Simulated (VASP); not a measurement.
# Ta (P-1) in VASP: single point with HSE06

Aim: the single point of Ta with HSE06.

Program: VASP 6.6.1. These are calculated values, not measurements. Logs are shortened: lines on timing, memory, paths and dates and some standing lists are left out, and cuts for length are marked.

### Step 1. The cell of the first run

The typed cell holds 1 atom: a = 2.878 Å, b = 2.876 Å, c = 2.867 Å, α = 107.90°, β = 109.43°, γ = 112.18°.

### Step 2. Single point, HSE06

POSCAR reads:

```
Ta
1.0
   -1.7138403400      1.6638007000      1.6059510000
    1.6932035700     -1.6823021200      1.6038156500
    1.6862236500      1.6546854300     -1.6244524300
Ta
1
Direct
    0.0000000000      0.0000000000      0.0000000000
```

INCAR.step1 reads:

```
SYSTEM = Ta
ALGO     = Normal         ! electronic algorithm
EDIFF    = 1E-5           ! SCF threshold, eV
ENCUT    = 520            ! plane-wave cutoff, eV
GGA      = PE             ! functional
ISIF     = 2              ! what is computed and relaxed
ISMEAR   = 0              ! smearing method
LASPH    = .True.         ! aspherical terms in the spheres
LREAL    = .False.        ! projectors in reciprocal space
LWAVE    = .True.         ! write WAVECAR
NBANDS   = 12             ! bands
NELM     = 100            ! most SCF steps
PREC     = Accurate       ! precision mode
SIGMA    = 0.05           ! smearing width, eV
```

INCAR.step2 reads:

```
SYSTEM = Ta
ALGO     = Normal         ! electronic algorithm
EDIFF    = 1E-6           ! SCF threshold, eV
ENCUT    = 520            ! plane-wave cutoff, eV
GGA      = PE             ! functional
HFSCREEN = 0.2079         ! screening, 1/A
ISIF     = 2              ! what is computed and relaxed
ISMEAR   = 0              ! smearing method
ISTART   = 1            
LASPH    = .True.         ! aspherical terms in the spheres
LCHARG   = .True.         ! write CHGCAR
LELF     = .True.         ! ELF
LHFCALC  = .True.         ! exact exchange
LREAL    = .False.        ! projectors in reciprocal space
LVHAR    = .True.       
LWAVE    = .False.        ! write WAVECAR
NBANDS   = 12             ! bands
NELM     = 100            ! most SCF steps
PREC     = Accurate       ! precision mode
PRECFOCK = Normal       
SIGMA    = 0.05           ! smearing width, eV
```

KPOINTS reads:

```
k-points
0
Gamma
  6 6 6
  0 0 0
```

Potentials or basis: VASP PAW PBE potentials, release 64 (Ta_pv).

Started as:

```console
$ cat potpaw_PBE.64/Ta_pv/POTCAR > POTCAR
$ cp INCAR.step1 INCAR
$ mpirun -np 1 vasp_std > vasp.out
$ cp INCAR.step2 INCAR
$ mpirun -np 1 vasp_std > vasp.out
```

OUTCAR:

```text
SYSTEM = Ta
   EDIFF = 1E-6
   ENCUT = 520
   GGA = PE
   HFSCREEN = 0.2079
   ISIF = 2
   ISMEAR = 0
   ISTART = 1
   LASPH = .True.
   LHFCALC = .True.
   LREAL = .False.
   NELM = 100
   PREC = Accurate
   PRECFOCK = Normal

 ion  position               nearest neighbor table
   1  0.000  0.000  0.000-

  LATTYP: Found a triclinic cell.
 ALAT       =     7.5788318559
 B/A-ratio  =     0.6300958834
 C/A-ratio  =     0.3723719488
 COS(alpha) =     0.0145807528
 COS(beta)  =     0.2687105150
 COS(gamma) =     0.9507840636

  Lattice vectors:

 A1 = (  -6.7864711300,   3.3737195100,   0.0227721300)
 A2 = (  -3.4070439100,   3.3461028200,   0.0021353500)
 A3 = (  -1.6655868800,  -1.6361840100,  -1.5853142200)

Analysis of symmetry for initial positions (statically):
=====================================================================
 Subroutine PRICEL returns:
 Original cell was already a primitive cell.

 Routine SETGRP: Setting up the symmetry group for a
 triclinic supercell.

 Subroutine GETGRP returns: Found  2 space group operations
 (whereof  2 operations were pure point group operations)
 out of a pool of  2 trial point group operations.

The static configuration has the point symmetry S_2 .

Analysis of symmetry for dynamics (positions and initial velocities):
=====================================================================
 Subroutine PRICEL returns:
 Original cell was already a primitive cell.

 Routine SETGRP: Setting up the symmetry group for a
 triclinic supercell.

 Subroutine GETGRP returns: Found  2 space group operations
 (whereof  2 operations were pure point group operations)
 out of a pool of  2 trial point group operations.

The dynamic configuration has the point symmetry S_2 .

 Subroutine INISYM returns: Found  2 space group operations
 (whereof  2 operations are pure point group operations),
 and found     1 'primitive' translations

----------------------------------------------------------------------------------------

                                     Primitive cell

  volume of cell :      17.9956

  direct lattice vectors                    reciprocal lattice vectors
    -1.713840340  1.663800700  1.605951000     0.004390489  0.303125632  0.313324603
     1.693203570 -1.682302120  1.603815650     0.297857019  0.004226569  0.313488522
     1.686223650  1.654685430 -1.624452430     0.298413576  0.303846108  0.003670010

  length of vectors
     2.878291176  2.875639649  2.867085588     0.435977903  0.432448519  0.425895044

  position of ions in fractional coordinates (direct lattice)
     0.000000000  0.000000000  0.000000000

  ion indices of the primitive-cell ions
   primitive index   ion index
                 1           1

----------------------------------------------------------------------------------------

 KPOINTS: k-points

Automatic generation of k-mesh.
 Grid dimensions read from file:
 generate k-points for:    6    6    6

 Generating k-lattice:

  Cartesian coordinates                     Fractional coordinates (reciprocal lattice)
     0.000731748  0.050520939  0.052220767     0.166666667  0.000000000  0.000000000
     0.049642836  0.000704428  0.052248087     0.000000000  0.166666667 -0.000000000
     0.049735596  0.050641018  0.000611668     0.000000000 -0.000000000  0.166666667

  Length of vectors
     0.072662984  0.072074753  0.070982507

  Shift w.r.t. Gamma in fractional coordinates (k-lattice)
     0.000000000  0.000000000  0.000000000

 Subroutine IBZKPT returns following result:
 ===========================================

 Found    112 irreducible k-points:

 Following reciprocal coordinates:
            Coordinates               Weight
  0.000000  0.000000  0.000000      1.000000
  0.166667  0.000000  0.000000      2.000000
  0.333333  0.000000 -0.000000      2.000000
  0.500000  0.000000  0.000000      1.000000
  0.000000  0.166667  0.000000      2.000000
  0.166667  0.166667  0.000000      2.000000
[... 16 lines left out ...]
  0.333333 -0.000000  0.166667      2.000000
  0.500000  0.000000  0.166667      2.000000
 [... further k-points ...]
   k-points           NKPTS =    112   k-points in BZ     NKDIM =    216   number of bands    NBANDS=     12
   number of dos      NEDOS =    301   number of ions     NIONS =      1
   total plane-waves  NPLWV =  13824
   dimension x,y,z NGX =    24 NGY =   24 NGZ =   24
   dimension x,y,z NGXF=    48 NGYF=   48 NGZF=   48
   ions per type =               1
   NGX,Y,Z   is equivalent  to a cutoff of  13.86, 13.87, 13.92 a.u.
   NGXF,Y,Z  is equivalent  to a cutoff of  27.72, 27.75, 27.83 a.u.
 SYSTEM =  Ta
   PREC   = accura    normal or accurate (medium, high low for compatibility)
   ISTART =      1    job   : 0-new  1-cont  2-samecut
   ICHARG =      0    charge: 1-file 2-atom 10-const
   ISPIN  =      1    spin polarized calculation?
   LNONCOLLINEAR =      F non collinear calculations
   LSORBIT =      F    spin-orbit coupling
   LASPH  =      T    aspherical Exc in radial PAW
   ENCUT  =  520.0 eV  38.22 Ry    6.18 a.u.   5.35  5.35  5.33*2*pi/ulx,y,z
   NELM   =    100;   NELMIN=  2; NELMDL=  0     # of ELM steps
   EDIFF  = 0.1E-05   stopping-criterion for ELM
   LREAL  =      F    real-space projection
   EDIFFG = 0.1E-04   stopping-criterion for IOM
   NSW    =      0    number of steps for IOM
   IBRION =     -1    ionic relax: 0-MD 1-quasi-New 2-CG
   NFREE  =      0    steps in history (QN), initial steepest desc. (CG)
   ISIF   =      2    stress and relaxation
   ISYM   =      3    0-nonsym 1-usesym 2-fastsym
   POTIM  = 0.5000    time-step for ionic-motion
   TEBEG  =    0.0;   TEEND  =   0.0 temperature during run
   PSTRESS=    0.0 pullay stress
   NELECT =      11.0000    total number of electrons
   NUPDOWN=      -1.0000    fix difference up-down
   EMIN   =  10.00;   EMAX   =-10.00  energy-range for DOS
   EFERMI =   0.00;   METHOD = LEGACY
   ISMEAR =     0;   SIGMA  =   0.05  broadening in eV -4-tet -1-fermi 0-gaus
   EFERMI_NEDOS =   21; number of points for ismear=-14 and -15
   IALGO  =     38    algorithm
   IMIX   =      1    mixing-type and parameters
     AMIX     =   0.40;   BMIX     =  1.00
     AMIX_MAG =   1.60;   BMIX_MAG =  1.00
  volume/ion in A,a.u.               =      18.00       121.44
  Fermi-wavevector in a.u.,A,eV,Ry     =   1.389368  2.625524 26.263898  1.930342
  Thomas-Fermi vector in A             =   2.513405
   LORBIT       =      0    0 simple, 1 ext, 2 COOP (PROOUT), +10 PAW based schemes
   GGA     = PE    functional components
   LHFCALC =     T    Hartree Fock is set to
   PRECFOCK=normal    Normal, Fast or Accurate (Low or Medium for compatibility)
   ENCUT4O =  -1.0   cutoff for four orbital integrals eV
   NKREDX  =     1    reduce k-point grid by
   NKREDY  =     1    reduce k-point grid by
   NKREDZ  =     1    reduce k-point grid by
   AEXX    =    0.2500 exact exchange contribution
   HFSCREEN=    0.2079 screening length (either q_TF or 0.3 A-1)
   HFSCREENC=   0.2079 screening length for correlation (either q_TF or 0.3 A-1)
   ENCUTFOCK=  -1.0 apply spherical cutoff to Coloumb kernel
   IVDW    =     0    specifies the selected vdW correction
   LEPSILON=     F    determine dielectric tensor
   LRPA    =     F    only Hartree local field effects (RPA)
 non-spin polarized calculation
 Gauss-broadening in eV      SIGMA  =   0.05
  energy-cutoff  :      520.00
  volume of cell :       18.00
 maximum number of plane-waves:       496
 NGX is ok and might be reduce to    24
  NGX = 18; NGY = 18; NGZ = 16

 number of electron      11.0000001 magnetization

 Free energy of the ion-electron system (eV)
  ---------------------------------------------------
  ext. energy  EPLUGINS =         0.00000000
  ---------------------------------------------------
  free energy    TOTEN  =       -13.43082691 eV

  energy without entropy =      -13.42950651  energy(sigma->0) =      -13.43016671

 E-fermi :   5.1755     XC(G=0): -10.3230

 val. band max:        5.1636160199   @ k =   0.1667   0.5000   0.0000
 cond. band min:       5.1807095996   @ k =   0.0000  -0.1667   0.1667
 fundamental gap:      0.0170935797
 Fermi energy:         5.1755271430

 k-point     1 :       0.0000    0.0000    0.0000
  band No.  band energies     occupation
      1     -30.2085      2.00000
      2     -30.1737      2.00000
      3     -30.1186      2.00000
      4      -3.7308      2.00000
      5       5.9974      0.00000
      6       6.5407      0.00000
      7       6.8889      0.00000
      8       9.6755      0.00000
      9      10.5609      0.00000
     10      20.7665      0.00000
     11      21.2607      0.00000
     12      21.9191      0.00000

 k-point     2 :       0.1667    0.0000    0.0000
  band No.  band energies     occupation
      1     -30.5159      2.00000
      2     -30.2837      2.00000
      3     -30.1903      2.00000
      4      -2.3763      2.00000
      5       5.4202      0.00000
      6       6.1946      0.00000
      7       7.5273      0.00000
      8       9.5118      0.00000
      9       9.9326      0.00000
     10      21.9844      0.00000
     11      22.1790      0.00000
     12      23.2349      0.00000

 k-point     3 :       0.3333    0.0000   -0.0000
  band No.  band energies     occupation
      1     -31.1939      2.00000
      2     -30.5079      2.00000
      3     -30.2046      2.00000
      4      -0.0123      2.00000
      5       3.8504      2.00000
      6       5.4563      0.00000
      7      10.0916      0.00000
      8      10.5089      0.00000
      9      11.0506      0.00000
     10      19.9186      0.00000
     11      21.5300      0.00000
     12      21.9924      0.00000
[... 286 lines left out ...]
 k-point    23 :       0.3333   -0.0000    0.1667
  band No.  band energies     occupation
      1     -31.3648      2.00000
      2     -30.6730      2.00000
      3     -30.3054      2.00000
      4       1.2144      2.00000
      5       3.5165      2.00000
      6       5.2727      0.00599
      7       9.8641      0.00000
      8      10.9425      0.00000
      9      14.4667      0.00000
     10      18.0244      0.00000
     11      20.4454      0.00000
     12      21.9867      0.00000

 k-point    24 :       0.5000    0.0000    0.1667
  band No.  band energies     occupation
      1     -31.3289      2.00000
      2     -30.6853      2.00000
      3     -30.3204      2.00000
      4       1.1731      2.00000
      5       3.4895      2.00000
      6       5.3511      0.00000
      7       9.6735      0.00000
      8      11.5234      0.00000
      9      14.1701      0.00000
     10      17.7546      0.00000
     11      20.1425      0.00000
     12      21.9865      0.00000

 [... further k-points ...]

------------------------ aborting loop because EDIFF is reached ----------------------------------------

  FORCE on cell =-STRESS in cart. coord.  units (eV):
  Direction    XX          YY          ZZ          XY          YZ          ZX
  --------------------------------------------------------------------------------------
  -------------------------------------------------------------------------------------
  Total        0.3943780     -0.0044417      0.3395161      0.1975331     -0.3739207     -0.1834361
  in kB       35.1121557     -0.3954531     30.2277056     17.5867137    -33.2908041    -16.3316292
  external PRESSURE =      21.6481361 kB  Pullay stress =       0.0000000 kB

 VOLUME and BASIS-vectors are now :
 -----------------------------------------------------------------------------
  energy-cutoff  :      520.00
  volume of cell :       18.00
      direct lattice vectors                 reciprocal lattice vectors
    -1.713840340  1.663800700  1.605951000     0.004390489  0.303125632  0.313324603
     1.693203570 -1.682302120  1.603815650     0.297857019  0.004226569  0.313488522
     1.686223650  1.654685430 -1.624452430     0.298413576  0.303846108  0.003670010

 POSITION                                       TOTAL-FORCE (eV/Angst)
 -----------------------------------------------------------------------------------
      0.00000      0.00000      0.00000         0.000000     -0.000000      0.000000
 -----------------------------------------------------------------------------------
    total drift:                                0.000000     -0.000000      0.000000

  FREE ENERGIE OF THE ION-ELECTRON SYSTEM (eV)
  ---------------------------------------------------
  free  energy   TOTEN  =       -13.4308269080 eV

  energy  without entropy=      -13.4295065058  energy(sigma->0) =      -13.43016671
```

It took 71 min on 1 thread of AMD EPYC 7R13 (Zen 3), shared host; peak memory 0.23 GiB.

What came out:

| Quantity | Value |
| --- | --- |
| Free energy | -13.4308 eV |
| Pressure | 2.2 GPa |
| Band gap on the k mesh | zero (an odd number of electrons rules out a gap without spin polarisation) |

Levels at points of the mesh, in eV from the Fermi level:
```csv
k point,band 4,band 5,band 6,band 7,band 8,band 9
"(0.00, 0.00, 0.00)",-8.91,0.82,1.37,1.71,4.50,5.39
"(0.50, 0.00, 0.00)",-4.87,-1.98,2.00,5.05,6.10,8.94
"(0.00, 0.50, 0.00)",-4.89,-1.66,1.78,4.62,6.02,8.87
"(0.50, 0.50, 0.00)",-4.96,-1.21,1.11,4.37,5.80,8.63
"(0.00, 0.00, 0.50)",-4.92,-1.09,1.40,4.14,5.49,8.84
"(0.50, 0.00, 0.50)",-4.93,-1.78,1.41,4.81,6.22,8.73
"(0.00, 0.50, 0.50)",-4.89,-2.12,1.58,5.22,6.26,8.81
"(0.50, 0.50, 0.50)",-4.31,-4.20,7.59,7.77,8.10,8.84
```

Caveat: the k points lie up to 0.45 Å⁻¹ apart, too coarse for converged energies and pressures of a metal; the PAW data sets were made with another functional, which shifts forces and pressure a little; spin-orbit coupling is left out, which moves the levels of the heavy elements.
